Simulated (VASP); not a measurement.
Here is a VASP 6.6.1 calculation.

INCAR

```
PREC     = Accurate       # precision mode
ENCUT    = 500            # plane-wave cutoff, eV
EDIFF    = 1E-6           # SCF threshold, eV
ISMEAR   = 0              # smearing method
SIGMA    = 0.1            # smearing width, eV
LREAL    = F              # projectors in reciprocal space
LASPH    = T              # aspherical terms in the spheres
NELM     = 120            # most SCF steps
ALGO     = Normal         # electronic algorithm
ISIF     = 2              # what is computed and relaxed
LWAVE    = F              # write WAVECAR
LCHARG   = T              # write CHGCAR
GGA      = PS             # functional
LELF     = T              # ELF
LVHAR    = T            
NBANDS   = 12             # bands
GGA_COMPAT= F
```

The input KPOINTS:

```
Automatic mesh
0
Gamma
  16 16 10
```

The input POSCAR:

```
As
1.0
    2.5434694521      0.0000000000      0.0262925672
    0.0000000000      2.5560105036      0.0000000000
    0.0313085684      0.0000000000      4.7772073352
As
2
Direct
    0.9768130094      0.0000000000      0.2548450925
    0.0231869906      0.0000000000      0.7451549075
```

Potentials or basis: VASP PAW PBE potentials, release 64 (As).

Launch:

```console
$ cat potpaw_PBE.64/As/POTCAR > POTCAR
$ mpirun -np 1 vasp_std > vasp.out
```

(1) What does it give for the pressure?

(2) What does it give for the largest force?

(3) Estimate the band gap on the k mesh.

## Answers

(1) 35.3 GPa.

(2) 0.672 eV/Å.

(3) zero (bands 5 and 6 overlap by 9.56 eV).

Caveat: the cell differs from its parent crystal (P replaced by As, lengths x 1.067, strained); the stress differs along the axes, from 25 to 54 GPa; the PAW data sets were made with another functional, which shifts forces and pressure a little.
